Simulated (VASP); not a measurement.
# Ta (I4/mmm) in VASP: a series of runs, part 2 of 2

VASP 6.6.1. The steps go on from the part before.

## Step 3: Single point, PBEsol (uniaxial strain along a: +2.0 %)

Contents of INCAR:

```
SYSTEM = Ta
PREC = Accurate
ENCUT = 520
EDIFF = 1E-7
ISMEAR = 0
SIGMA = 0.1
LREAL = .FALSE.
LASPH = .TRUE.
NELM = 80
ALGO = Fast
ISIF = 2
LWAVE = .FALSE.
LCHARG = .TRUE.
GGA = PS
LELF = .TRUE.
LVHAR = .TRUE.
NBANDS = 18
```

Contents of KPOINTS:

```
regular mesh
0
G
  16 16 16
  0 0 0
```

Contents of POSCAR:

```
Ta
1.0
    3.3460917286      0.0000000000      0.0000000000
    0.0000000000      3.2640796764      0.0000000000
    0.0000000000      0.0000000000      3.2640796764
Ta
2
Direct
    0.0000000000      0.0000000000      0.0000000000
    0.5000000000      0.5000000000      0.5000000000
```

Potentials or basis: VASP PAW PBE potentials, release 64 (Ta_pv).

Launch:

```console
$ cat potpaw_PBE.64/Ta_pv/POTCAR > POTCAR
$ mpirun -np 1 vasp_std > vasp.out
```

OUTCAR:

```text
SYSTEM = Ta
   PREC = Accurate
   ENCUT = 520
   EDIFF = 1E-7
   ISMEAR = 0
   LREAL = .FALSE.
   LASPH = .TRUE.
   NELM = 80
   ISIF = 2
   GGA = PS

 ion  position               nearest neighbor table
   1  0.000  0.000  0.000-   2 2.85   2 2.85   2 2.85   2 2.85   2 2.85   2 2.85   2 2.85   2 2.85

   2  0.500  0.500  0.500-   1 2.85   1 2.85   1 2.85   1 2.85   1 2.85   1 2.85   1 2.85   1 2.85

  LATTYP: Found a simple tetragonal cell.
 ALAT       =     3.2640796764
 C/A-ratio  =     1.0251256281

  Lattice vectors:

[... 714 lines left out ...]

  FORCE on cell =-STRESS in cart. coord.  units (eV):
  Direction    XX          YY          ZZ          XY          YZ          ZX
  --------------------------------------------------------------------------------------
  -------------------------------------------------------------------------------------
  Total       -0.7488947     -0.1535755     -0.1535755     -0.0000000      0.0000000      0.0000000
  in kB      -33.6567373     -6.9019712     -6.9019712     -0.0000000      0.0000000      0.0000000
  external PRESSURE =     -15.8202266 kB  Pullay stress =       0.0000000 kB

 VOLUME and BASIS-vectors are now :
 -----------------------------------------------------------------------------
  energy-cutoff  :      520.00
  volume of cell :       35.65
      direct lattice vectors                 reciprocal lattice vectors
     3.346091729  0.000000000  0.000000000     0.298856123  0.000000000  0.000000000
     0.000000000  3.264079676  0.000000000     0.000000000  0.306365070  0.000000000
     0.000000000  0.000000000  3.264079676     0.000000000  0.000000000  0.306365070

 POSITION                                       TOTAL-FORCE (eV/Angst)
 -----------------------------------------------------------------------------------
      0.00000      0.00000      0.00000         0.000000     -0.000000     -0.000000
      1.67305      1.63204      1.63204         0.000000      0.000000      0.000000
 -----------------------------------------------------------------------------------
    total drift:                                0.000000      0.000000      0.000000

  FREE ENERGIE OF THE ION-ELECTRON SYSTEM (eV)
  ---------------------------------------------------
  free  energy   TOTEN  =       -25.1006132028 eV

  energy  without entropy=      -25.0865449284  energy(sigma->0) =      -25.09357907
```

stdout:

```text
POSCAR found type information on POSCAR Ta
 POSCAR found :  1 types and       2 ions
 scaLAPACK will be used
 -----------------------------------------------------------------------------
|                                                                             |
|                                                                             |
|     You enforced a specific xc type in the INCAR file but a different       |
|     I HOPE YOU KNOW WHAT YOU ARE DOING!                                     |
|                                                                             |
 -----------------------------------------------------------------------------

 LDA part: xc-table for (Slater+PW92), standard interpolation
 POSCAR, INCAR and KPOINTS ok, starting setup
 FFT: planning ... GRIDC
 FFT: planning ... GRID_SOFT
 FFT: planning ... GRID
 WAVECAR not read
 entering main loop
WARNING in EDDRMM: call to ZHEGV failed, returncode =   8  4     17
```

It took 3.2 min on 1 thread of Intel Xeon Platinum 8259CL at 2.50GHz (Skylake/Cascade Lake), shared host; peak memory 0.31 GiB.

What came out:

| Item | Value |
| --- | --- |
| Free energy | -25.1006 eV |
| Pressure | -1.6 GPa |
| Band gap on the k mesh | zero (bands 11 and 12 overlap by 2.97 eV) |

Caveat: the cell differs from its parent crystal (uniaxial strain along a: +2.0 %); the PAW data sets were made with another functional, which shifts forces and pressure a little; spin-orbit coupling is left out, which moves the levels of the heavy elements.

## Step 4: Single point, PBEsol (uniaxial strain along a: +4.0 %, then relaxed in part)

Contents of INCAR:

```
PREC = Accurate ; ENCUT = 520
EDIFF = 1E-6 ; ISMEAR = 0
SIGMA = 0.1 ; LREAL = False
LASPH = True ; NELM = 100
ALGO = Fast ; ISIF = 2
LWAVE = False ; LCHARG = True
GGA = PS ; LELF = True
LVHAR = True ; NBANDS = 18
```

Contents of KPOINTS:

```
regular mesh
0
Gamma
  16 16 16
```

Contents of POSCAR:

```
Ta
1.0
    3.4117013703      0.0000000000      0.0000000000
    0.0000000000      3.2357784186      0.0000000000
    0.0000000000      0.0000000000      3.2357784186
Ta
2
Direct
    0.0000000000      0.0000000000      0.0000000000
    0.5000000000      0.5000000000      0.5000000000
```

Launch:

```console
$ cat potpaw_PBE.64/Ta_pv/POTCAR > POTCAR
$ mpirun -np 1 vasp_std > vasp.out
```

It took 2.6 min on 1 thread of Intel Xeon Platinum 8259CL at 2.50GHz (Skylake/Cascade Lake), shared host; peak memory 0.31 GiB.

The run converged. Its results:

* Free energy: -25.0821 eV
* Pressure: -1.8 GPa
* Band gap on the k mesh: zero (bands 11 and 12 overlap by 3.05 eV)

Stress tensor (GPa, compression positive):
```
-5.77  0.00  0.00
 0.00  0.14  0.00
 0.00  0.00  0.14
```

Levels at points of the mesh, in eV from the Fermi level:
```csv
k point,band 9,band 10,band 11,band 12,band 13,band 14
"(0.00, 0.00, 0.00)",-3.78,0.52,0.52,1.18,3.53,4.43
"(0.50, 0.00, 0.00)",-1.10,-1.10,1.52,1.52,1.52,1.52
"(0.00, 0.50, 0.00)",-0.92,-0.92,0.86,0.86,1.38,1.38
"(0.50, 0.50, 0.00)",-1.34,-1.34,1.53,1.53,3.43,3.43
"(0.00, 0.50, 0.50)",-2.02,-2.02,1.91,1.91,4.50,4.50
"(0.50, 0.50, 0.50)",-1.14,-1.14,-1.14,-1.14,4.72,4.72
```

Caveat: the cell differs from its parent crystal (uniaxial strain along a: +4.0 %, then relaxed in part); the stress differs along the axes, from -6 to 0 GPa; the PAW data sets were made with another functional, which shifts forces and pressure a little; spin-orbit coupling is left out, which moves the levels of the heavy elements.

## Step 5: Single point, PBEsol (uniaxial strain along a: +4.0 %)

Contents of INCAR:

```
SYSTEM = Ta
PREC = Accurate
ENCUT = 520
EDIFF = 1E-6
ISMEAR = 0
SIGMA = 0.1
LREAL = .FALSE.
LASPH = .TRUE.
NELM = 100
ALGO = Fast
ISIF = 2
LWAVE = .FALSE.
LCHARG = .FALSE.
GGA = PS
NBANDS = 18
```

Contents of KPOINTS:

```
Automatic mesh
0
G
  16 16 16
  0 0 0
```

Contents of POSCAR:

```
Ta
1.0
    3.4117013703      0.0000000000      0.0000000000
    0.0000000000      3.2476772660      0.0000000000
    0.0000000000      0.0000000000      3.2476772660
Ta
2
Direct
    0.0000000000      0.0000000000      0.0000000000
    0.5000000000      0.5000000000      0.5000000000
```

Launch:

```console
$ cat potpaw_PBE.64/Ta_pv/POTCAR > POTCAR
$ mpirun -np 1 vasp_std > vasp.out
```

Wall time 2.4 min (1 thread of Intel Xeon Platinum 8259CL at 2.50GHz (Skylake/Cascade Lake), shared host); peak memory 0.31 GiB.

Results (log left out):

* Free energy: -25.0810 eV
* Pressure: -3.3 GPa
* Band gap on the k mesh: zero (bands 11 and 12 overlap by 3.00 eV)

Stress tensor (GPa, compression positive):
```
-6.88  0.00  0.00
 0.00 -1.52  0.00
 0.00  0.00 -1.52
```

Levels at points of the mesh, in eV from the Fermi level:
```csv
k point,band 8,band 9,band 10,band 11,band 12,band 13,band 14,band 15
"(0.00, 0.00, 0.00)",-3.90,-3.74,0.54,0.54,1.14,3.55,4.38,6.72
"(0.50, 0.00, 0.00)",-3.93,-1.07,-1.07,1.50,1.50,1.50,1.50,3.41
"(0.00, 0.50, 0.00)",-3.61,-0.90,-0.90,0.89,0.89,1.37,1.37,3.11
"(0.50, 0.50, 0.00)",-4.41,-1.33,-1.33,1.50,1.50,3.44,3.44,4.93
"(0.00, 0.50, 0.50)",-4.38,-1.96,-1.96,1.86,1.86,4.42,4.42,5.19
"(0.50, 0.50, 0.50)",-1.43,-1.14,-1.14,-1.14,-1.14,4.72,4.72,5.32
```

Caveat: the cell differs from its parent crystal (uniaxial strain along a: +4.0 %); the stress differs along the axes, from -7 to -2 GPa; the PAW data sets were made with another functional, which shifts forces and pressure a little; spin-orbit coupling is left out, which moves the levels of the heavy elements.

## Step 6: Summary

| cell | further INCAR settings | gap on the mesh (eV) | pressure (GPa) |
| --- | --- | --- | --- |
| a = 3.346, b = 3.258, c = 3.258 Å, 2 atoms | ALGO = Fast; EDIFF = 1e-06; NBANDS = 18 | none | -0.8 |
| a = 3.346, b = 3.264, c = 3.264 Å, 2 atoms | ALGO = Fast; EDIFF = 1e-07; NBANDS = 18 | none | -1.6 |
| a = 3.412, b = 3.236, c = 3.236 Å, 2 atoms | ALGO = Fast; EDIFF = 1e-06; NBANDS = 18 | none | -1.8 |
| a = 3.412, b = 3.248, c = 3.248 Å, 2 atoms | ALGO = Fast; EDIFF = 1e-06; NBANDS = 18 | none | -3.3 |

Alike in all rows: task single point; level PBEsol; potentials or basis VASP PAW PBE potentials, release 64 (Ta_pv); no spin polarisation; k mesh 16 × 16 × 16; cutoff (eV) 520; smearing gaussian 0.1 eV.

Caveats: the PAW data sets were made with another functional, which shifts forces and pressure a little; spin-orbit coupling is left out, which moves the levels of the heavy elements; the stress differs along the axes, from -6 to 0 GPa (at least some runs); the stress differs along the axes, from -7 to -2 GPa (at least some runs).

Total energies depend on the potentials used, so only differences within one code and one set of settings carry meaning.
